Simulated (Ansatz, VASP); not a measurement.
Hf: VASP beside Ansatz

INCAR

```
SYSTEM = Hf
PREC = Accurate
ENCUT = 520
EDIFF = 1E-6
ISMEAR = 0
SIGMA = 0.1
LREAL = .False.
LASPH = .True.
NELM = 100
ALGO = Fast
ISIF = 2
LWAVE = .False.
LCHARG = .False.
GGA = PE
NBANDS = 11
```

File KPOINTS:

```
Automatic mesh
0
Gamma
  16 16 16
  0 0 0
```

File POSCAR:

```
Hf
1.0
   -1.8407209500      1.8407209500      1.8407209500
    1.8407209500     -1.8407209500      1.8407209500
    1.8407209500      1.8407209500     -1.8407209500
Hf
1
Direct
    0.0000000000      0.0000000000      0.0000000000
```

Input for Ansatz:

```yaml
crystal:
  lattice:
    - [-1.84072095, 1.84072095, 1.84072095]
    - [1.84072095, -1.84072095, 1.84072095]
    - [1.84072095, 1.84072095, -1.84072095]
  atoms:
    - { symbol: Hf, position: [0.0, 0.0, 0.0] }
basis:
  ecutwfc: 420
kpoints:
  mp_grid: { grid: [16, 16, 16] }
hamiltonian:
  xc: pbe
scf:
  occupations: { method: gaussian, width: 0.1 }
output:
  forces: true
  stress: true
  eigenvalues: true
```

Alike in both runs: task single point; functional PBE; k mesh 16 × 16 × 16; occupations gaussian, width 0.1 eV; no spin polarisation.

|  | VASP | Ansatz |
| --- | --- | --- |
| version | VASP 6.6.1 | Ansatz 0.2.0 |
| potentials or method | VASP PAW PBE potentials, release 64 (Hf_pv), cutoff 520 eV | scalar-relativistic, plane waves, PAW |
| valence electrons in the cell | 10 | 26 |

VASP gave:

| Quantity | Value |
| --- | --- |
| gap on the k mesh at the Fermi level (eV) | none |
| pressure (GPa) | -9.6 |

Question: Estimate Ansatz's values.

Answer: gap on the k mesh at the Fermi level (eV): none; pressure (GPa): -9.4.

A gap of «none» marks a metal or a gap that the smearing closes. The functional is the same, so the differences come from potentials, cutoffs and numerics. VASP's potentials hold 10 valence electrons a cell and Ansatz's 26, so a difference there can come from the potentials and not from the codes.

Neither program's run includes spin-orbit coupling.
